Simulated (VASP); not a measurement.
Write the native input for VASP 6.6.1 that does the following.

```
Task                   : single point
Functional             : PBE
Potentials or basis    : VASP PAW PBE potentials, release 64 (O, H)
Cutoff                 : 520 eV
k mesh                 : 4 × 4 × 1
Occupations            : gaussian, width 0.1 eV
Spin                   : no spin polarisation
Dipole correction      : yes
Further INCAR settings : ALGO = Normal; EDIFF = 1e-06; NBANDS = 11
```

The structure of OH2 lies in POSCAR:

```
H2O
1.0
    5.8769161223      0.0000000000      0.0000000000
   -2.9384580611      5.0895586578      0.0000000000
    0.0000000000      0.0000000000     26.1810510220
O H
1 2
Direct
    0.1570035198      0.3473757313      0.6662847236
   -0.0330164977      0.2753057307      0.6716649193
    0.2375773246      0.5389001392      0.6711279394
```

One way to write it, as run:

INCAR

```
SYSTEM = H2O
ALGO = Normal
DIPOL = 0.5 0.5 0.670
EDIFF = 1E-6
ENCUT = 520
GGA = PE
IDIPOL = 3
ISIF = 2
ISMEAR = 0
LASPH = .TRUE.
LCHARG = .FALSE.
LDIPOL = .TRUE.
LREAL = .FALSE.
LWAVE = .FALSE.
NBANDS = 11
NELM = 60
PREC = Accurate
SIGMA = 0.1
```

KPOINTS

```
k-points
0
G
  4 4 1
  0 0 0
```

Potentials or basis: VASP PAW PBE potentials, release 64 (O, H).

Launch:

```bash
$ cat potpaw_PBE.64/O/POTCAR potpaw_PBE.64/H/POTCAR > POTCAR
$ mpirun -np 1 vasp_std > vasp.out
```

It gave:

```json
{
  "Largest force": "0.747 eV/Å",
  "Gap between the frontier levels": "5.43 eV"
}
```

Run time: 4.2 min on 1 thread of Intel Xeon 8259CL, on a shared host, peak memory 0.88 GiB.
